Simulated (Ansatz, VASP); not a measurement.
# SnO2 in VASP and in Ansatz

```
Sn O
1.0
     4.56981    0.00000    0.00000
     0.00000    4.56981    0.00000
     0.00000    0.00000    3.07254
Sn O
2 4
Cartesian
  0.0000 0.0000 0.0000
  2.2849 2.2849 1.5363
  1.3979 1.3979 0.0000
  0.8870 3.6828 1.5363
  3.1719 3.1719 0.0000
  3.6828 0.8870 1.5363
```

Change from the starting cell: strain -0.040 along x and y, -0.040 along z, atoms carried along.

Alike in both runs: task single point; functional r2SCAN; k mesh 6 × 6 × 8; occupations gaussian, width 0.05 eV; no spin polarisation.

|  | VASP | Ansatz |
| --- | --- | --- |
| version | VASP 6.6.1 | Ansatz 0.2.0 |
| potentials or method | VASP PAW PBE potentials, release 64 (Sn_d, O), cutoff 520 eV | scalar-relativistic, plane waves, PAW |
| valence electrons in the cell | 52 | 52 |

Ansatz gave:

- gap on the k mesh at the Fermi level (eV): 3.34
- least direct gap on the mesh (eV): 3.34
- pressure (GPa): 35.2
- traceless stress, the component that is largest in VASP (GPa): 6.38
- rms of the force components (eV/Å): 0.240

Q: What did VASP give for the same quantities?

A: gap on the k mesh at the Fermi level (eV): 3.38; least direct gap on the mesh (eV): 3.38; pressure (GPa): 37.1; traceless stress, the component that is largest in VASP (GPa): 6.91; rms of the force components (eV/Å): 0.260.

VASP's potentials were made for PBE, not for r2SCAN. Atom by atom the forces differ by 0.020 eV/Å (rms over components). Both programs put the cell under a high pressure, so it lies far from rest at this level.
